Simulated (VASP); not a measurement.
Input of a VASP 6.6.1 run:

Contents of INCAR:

```
SYSTEM = Al
PREC = Accurate
ENCUT = 520
EDIFF = 1E-6
ISMEAR = 0
SIGMA = 0.03
LREAL = .FALSE.
LASPH = .TRUE.
NELM = 60
ALGO = Normal
ISIF = 2
LWAVE = .FALSE.
LCHARG = .FALSE.
GGA = CA
NBANDS = 8
```

The input KPOINTS:

```
regular mesh
0
G
  14 14 14
  0 0 0
```

The input POSCAR:

```
Al
1.0
    0.0000000000      1.9916090303      1.9916090303
    1.9916090303      0.0000000000      1.9916090303
    1.9916090303      1.9916090303      0.0000000000
Al
1
Direct
    0.0000000000      0.0000000000      0.0000000000
```

Potentials or basis: VASP PAW LDA potentials, release 64 (Al).

Run with:

```console
$ cat potpaw_LDA.64/Al/POTCAR > POTCAR
$ mpirun -np 1 vasp_std > vasp.out
```

(1) What does it give for the pressure?

Results:

(1) -0.1 GPa.
